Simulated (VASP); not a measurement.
# ZnSe (Fm-3m) in VASP: single point with PBE

Aim: the single point of ZnSe with PBE.

Program: VASP 6.6.1. These are calculated values, not measurements. Logs are shortened: lines on timing, memory, paths and dates and some standing lists are left out, and cuts for length are marked.

## Step 1: The cell of the first run

Symmetry: Fm-3m, No. 225, cubic system. Conventional cell: a = 5.368 Å, b = 5.368 Å, c = 5.368 Å, α = 90.00°, β = 90.00°, γ = 90.00°. Within 3.5 Å of Zn (site symmetry m-3m) lie 6 Se at 2.68 Å. Within 3.5 Å of Se (site symmetry m-3m) lie 6 Zn at 2.68 Å.

## Step 2: Single point, PBE, non-collinear spin, zero start, spin-orbit coupling

Contents of INCAR:

```
SYSTEM = ZnSe
PREC     = Accurate       ! precision mode
ENCUT    = 520            ! plane-wave cutoff, eV
EDIFF    = 1E-7           ! SCF threshold, eV
ISMEAR   = 0              ! smearing method
SIGMA    = 0.1            ! smearing width, eV
LREAL    = .FALSE.        ! projectors in reciprocal space
LASPH    = .TRUE.         ! aspherical terms in the spheres
NELM     = 150            ! most SCF steps
ALGO     = Normal         ! electronic algorithm
ISIF     = 2              ! what is computed and relaxed
LWAVE    = .FALSE.        ! write WAVECAR
LCHARG   = .FALSE.        ! write CHGCAR
MAGMOM   = 0 0 0 0 0 0    ! initial moments
LORBIT   = 11             ! projections on sites
LSORBIT  = .TRUE.         ! spin-orbit coupling
GGA_COMPAT= .FALSE.      
LORBMOM  = .TRUE.       
GGA      = PE             ! functional
NBANDS   = 30             ! bands
```

Contents of KPOINTS:

```
Automatic mesh
0
G
  14 14 14
  0 0 0
```

Contents of POSCAR:

```
ZnSe
1.0
    0.0000000000      2.6841416733      2.6841416733
    2.6841416733      0.0000000000      2.6841416733
    2.6841416733      2.6841416733      0.0000000000
Zn Se
1 1
Direct
    0.0000000000      0.0000000000      0.0000000000
    0.5000000000      0.5000000000      0.5000000000
```

Potentials or basis: VASP PAW PBE potentials, release 64 (Zn, Se).

Command:

```bash
$ cat potpaw_PBE.64/Zn/POTCAR potpaw_PBE.64/Se/POTCAR > POTCAR
$ mpirun -np 1 vasp_ncl > vasp.out
```

OUTCAR:

```text
SYSTEM = ZnSe
   PREC = Accurate
   ENCUT = 520
   EDIFF = 1E-7
   ISMEAR = 0
   LREAL = .FALSE.
   LASPH = .TRUE.
   NELM = 150
   ISIF = 2
   LORBIT = 11
   LSORBIT = .TRUE.
   GGA = PE

 ion  position               nearest neighbor table
   1  0.000  0.000  0.000-   2 2.68   2 2.68   2 2.68   2 2.68   2 2.68   2 2.68
   2  0.500  0.500  0.500-   1 2.68   1 2.68   1 2.68   1 2.68   1 2.68   1 2.68

  LATTYP: Found a face centered cubic cell.
 ALAT       =     5.3682833466

  Lattice vectors:

 A1 = (   0.0000000000,   2.6841416733,   2.6841416733)
 A2 = (   2.6841416733,   0.0000000000,   2.6841416733)
 A3 = (   2.6841416733,   2.6841416733,   0.0000000000)

Analysis of symmetry for initial positions (statically):
=====================================================================
 Subroutine PRICEL returns:
 Original cell was already a primitive cell.

 Routine SETGRP: Setting up the symmetry group for a
 face centered cubic supercell.

 Subroutine GETGRP returns: Found 48 space group operations
 (whereof 48 operations were pure point group operations)
 out of a pool of 48 trial point group operations.

The static configuration has the point symmetry O_h .

Analysis of symmetry for dynamics (positions and initial velocities):
=====================================================================
 Subroutine PRICEL returns:
 Original cell was already a primitive cell.

 Routine SETGRP: Setting up the symmetry group for a
 face centered cubic supercell.

 Subroutine GETGRP returns: Found 48 space group operations
 (whereof 48 operations were pure point group operations)
 out of a pool of 48 trial point group operations.

The dynamic configuration has the point symmetry O_h .

Analysis of structural, dynamic, and magnetic symmetry:
=====================================================================
 Subroutine PRICEL returns:
 Original cell was already a primitive cell.

 Routine SETGRP: Setting up the symmetry group for a
 face centered cubic supercell.

 Subroutine GETGRP returns: Found 48 space group operations
 (whereof 48 operations were pure point group operations)
 out of a pool of 48 trial point group operations.

The overall configuration has the point symmetry O_h .

 Subroutine INISYM returns: Found 48 space group operations
 (whereof 48 operations are pure point group operations),
 and found     1 'primitive' translations

----------------------------------------------------------------------------------------

                                     Primitive cell

  volume of cell :      38.6764

  direct lattice vectors                    reciprocal lattice vectors
     0.000000000  2.684141673  2.684141673    -0.186279288  0.186279288  0.186279288
     2.684141673  0.000000000  2.684141673     0.186279288 -0.186279288  0.186279288
     2.684141673  2.684141673  0.000000000     0.186279288  0.186279288 -0.186279288

  length of vectors
     3.795949558  3.795949558  3.795949558     0.322645191  0.322645191  0.322645191

  position of ions in fractional coordinates (direct lattice)
     0.000000000  0.000000000  0.000000000
     0.500000000  0.500000000  0.500000000

  ion indices of the primitive-cell ions
   primitive index   ion index
                 1           1
                 2           2

----------------------------------------------------------------------------------------

 KPOINTS: Automatic mesh

Automatic generation of k-mesh.
 Grid dimensions read from file:
 generate k-points for:   14   14   14

 Generating k-lattice:

  Cartesian coordinates                     Fractional coordinates (reciprocal lattice)
    -0.013305663  0.013305663  0.013305663     0.071428571  0.000000000  0.000000000
     0.013305663 -0.013305663  0.013305663     0.000000000  0.071428571  0.000000000
[... 90 lines left out ...]
  energy-cutoff  :      520.00
  volume of cell :       38.68
 maximum number of plane-waves:      2112
   NGX = 15   NGY = 15   NGZ = 15

 number of electron      18.0000000 magnetization       0.0000000      0.0000000      0.0000000

 number of electron      18.0000013 magnetization       0.0000000      0.0000000     -0.0000000

 number of electron      18.0000013 magnetization      -0.0000000     -0.0000000      0.0000000

 Free energy of the ion-electron system (eV)
  ---------------------------------------------------
  ext. energy  EPLUGINS =         0.00000000
  ---------------------------------------------------
  free energy    TOTEN  =        -5.44195314 eV

  energy without entropy =       -5.43773969  energy(sigma->0) =       -5.43984642

 E-fermi :   3.0769     XC(G=0): -10.4103

 val. band max:        3.0689718203   @ k =  -0.2857   0.0714   0.0000
 cond. band min:       3.0776140959   @ k =   0.4286   0.0000   0.0000
 fundamental gap:      0.0086422756
 Fermi energy:         3.0768598443

 k-point     1 :       0.0000    0.0000    0.0000
  band No.  band energies     occupation
      1     -10.6898      1.00000
      2     -10.6898      1.00000
      3      -3.6734      1.00000
      4      -3.6734      1.00000
      5      -3.6734      1.00000
      6      -3.6734      1.00000
[... 781 lines left out ...]
     29      14.9694      0.00000
     30      14.9695      0.00000

 [... further k-points ...]
[... 5 lines left out ...]
  --------------------------------------------------------------------------------------
  -------------------------------------------------------------------------------------
  Total        0.0546701      0.0546701      0.0546701     -0.0000000     -0.0000000      0.0000000
  in kB        2.2647181      2.2647181      2.2647181     -0.0000000     -0.0000000      0.0000000
  external PRESSURE =       2.2647181 kB  Pullay stress =       0.0000000 kB

 VOLUME and BASIS-vectors are now :
 -----------------------------------------------------------------------------
  energy-cutoff  :      520.00
  volume of cell :       38.68
      direct lattice vectors                 reciprocal lattice vectors
     0.000000000  2.684141673  2.684141673    -0.186279288  0.186279288  0.186279288
     2.684141673  0.000000000  2.684141673     0.186279288 -0.186279288  0.186279288
     2.684141673  2.684141673  0.000000000     0.186279288  0.186279288 -0.186279288

 POSITION                                       TOTAL-FORCE (eV/Angst)
 -----------------------------------------------------------------------------------
      0.00000      0.00000      0.00000         0.000000     -0.000000      0.000000
      2.68414      2.68414      2.68414        -0.000000      0.000000     -0.000000
 -----------------------------------------------------------------------------------
    total drift:                               -0.000000      0.000000      0.000000

  FREE ENERGIE OF THE ION-ELECTRON SYSTEM (eV)
  ---------------------------------------------------
  free  energy   TOTEN  =        -5.4419531430 eV

  energy  without entropy=       -5.4377396906  energy(sigma->0) =       -5.43984642

 orbital moment (x)

 # of ion     p       d       tot
 ----------------------------------------
  1         0.000  -0.000  -0.000
  2        -0.000  -0.000  -0.000
 ----------------------------------------
           -0.000  -0.000  -0.000

 orbital moment (y)

 # of ion     p       d       tot
 ----------------------------------------
  1         0.000  -0.000  -0.000
  2         0.000  -0.000   0.000
 ----------------------------------------
            0.000  -0.000  -0.000

 orbital moment (z)

 # of ion     p       d       tot
 ----------------------------------------
  1         0.000   0.000   0.000
  2         0.000  -0.000  -0.000
 ----------------------------------------
            0.000  -0.000  -0.000

 Spin-Orbit-Coupling matrix elements

 Ion:    1  E_soc:     -0.0075931
 l=   1
     0.0000000    -0.0003546    -0.0003546
    -0.0003546     0.0000000    -0.0003546
    -0.0003546    -0.0003546     0.0000000
 l=   2
     0.0000000    -0.0001908     0.0000000    -0.0001908    -0.0007200
    -0.0001908     0.0000000    -0.0005400    -0.0001908    -0.0001800
     0.0000000    -0.0005400     0.0000000    -0.0005400     0.0000000
    -0.0001908    -0.0001908    -0.0005400     0.0000000    -0.0001800
    -0.0007200    -0.0001800     0.0000000    -0.0001800     0.0000000
 l=   3
     0.0000000     0.0000000     0.0000000     0.0000000     0.0000000     0.0000000     0.0000000
     0.0000000     0.0000000     0.0000000     0.0000000     0.0000000     0.0000000     0.0000000
     0.0000000     0.0000000     0.0000000     0.0000000     0.0000000     0.0000000     0.0000000
     0.0000000     0.0000000     0.0000000     0.0000000     0.0000000     0.0000000     0.0000000
     0.0000000     0.0000000     0.0000000     0.0000000     0.0000000     0.0000000     0.0000000
     0.0000000     0.0000000     0.0000000     0.0000000     0.0000000     0.0000000     0.0000000
     0.0000000     0.0000000     0.0000000     0.0000000     0.0000000     0.0000000     0.0000000

 Ion:    2  E_soc:     -0.0411394
 l=   1
     0.0000000    -0.0068502    -0.0068502
    -0.0068502     0.0000000    -0.0068502
    -0.0068502    -0.0068502     0.0000000
 l=   2
     0.0000000    -0.0000005     0.0000000    -0.0000005    -0.0000059
    -0.0000005     0.0000000    -0.0000045    -0.0000005    -0.0000015
     0.0000000    -0.0000045     0.0000000    -0.0000045     0.0000000
    -0.0000005    -0.0000005    -0.0000045     0.0000000    -0.0000015
    -0.0000059    -0.0000015     0.0000000    -0.0000015     0.0000000
 l=   3
     0.0000000     0.0000000     0.0000000     0.0000000     0.0000000     0.0000000     0.0000000
     0.0000000     0.0000000     0.0000000     0.0000000     0.0000000     0.0000000     0.0000000
     0.0000000     0.0000000     0.0000000     0.0000000     0.0000000     0.0000000     0.0000000
     0.0000000     0.0000000     0.0000000     0.0000000     0.0000000     0.0000000     0.0000000
     0.0000000     0.0000000     0.0000000     0.0000000     0.0000000     0.0000000     0.0000000
     0.0000000     0.0000000     0.0000000     0.0000000     0.0000000     0.0000000     0.0000000
     0.0000000     0.0000000     0.0000000     0.0000000     0.0000000     0.0000000     0.0000000

 total charge

# of ion       s       p       d       tot
------------------------------------------
    1        0.494   0.326   9.789  10.609
    2        1.461   2.353   0.028   3.843
--------------------------------------------------
tot          1.955   2.679   9.817  14.451

 magnetization (x)

# of ion       s       p       d       tot
------------------------------------------
    1        0.000   0.000  -0.000   0.000
    2        0.000  -0.000   0.000  -0.000
--------------------------------------------------
tot          0.000   0.000  -0.000  -0.000

 magnetization (y)

# of ion       s       p       d       tot
------------------------------------------
    1       -0.000   0.000   0.000   0.000
    2       -0.000  -0.000  -0.000  -0.000
--------------------------------------------------
tot         -0.000   0.000   0.000   0.000

 magnetization (z)

# of ion       s       p       d       tot
------------------------------------------
    1        0.000   0.000  -0.000  -0.000
    2        0.000  -0.000  -0.000   0.000
--------------------------------------------------
tot          0.000   0.000  -0.000  -0.000
```

It took 3.7 min on 1 thread of AMD EPYC 7R13 (Zen 3), shared host; peak memory 0.33 GiB.

Results:

```yaml
Free_energy: -5.4420 eV
Pressure: 0.2 GPa
Net_moment: 0.00 μB per cell
Valence_electrons_inside_the_program's_atomic_spheres: Zn 10.61; Se 3.84
```

Moments on the atoms (μB; x, y, z):
```
Zn  0.00 0.00 0.00
Se  0.00 0.00 0.00
```
